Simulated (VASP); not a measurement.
Runs of VASP 6.6.1 on I. The structure is that of space group Fd-3m (No. 227), or close to it. The cells are those of the table. 

```csv
cell,k mesh,gap on the mesh (eV),pressure (GPa)
"a = 5.591 Å, angles 60.0°, 2 atoms",12 × 12 × 12,none,(a)
"a = 5.663 Å, angles 60.0°, 2 atoms",12 × 12 × 12,none,-0.6
"a = 5.554 Å, angles 60.0°, 2 atoms",12 × 12 × 12,none,(b)
"a = 5.627 Å, angles 60.0°, 2 atoms",12 × 12 × 12,none,-0.4
"a = 5.479 Å, angles 60.0°, 2 atoms",24 × 24 × 24,none,0.5
```

Alike in all rows: task single point; level PBE; potentials or basis VASP PAW PBE potentials, release 64 (I); no spin polarisation; cutoff (eV) 520; smearing fermi-dirac 0.0612256 eV.

Task: Fill in the values left out.

Result: (a) -0.2; (b) 0.0.

Caveats: spin-orbit coupling is left out, which moves the levels of the heavy elements.

A k mesh can miss the band edges, and the runs leave out spin-orbit coupling on I.

A gap of «none» marks levels without a gap at the run's occupations.
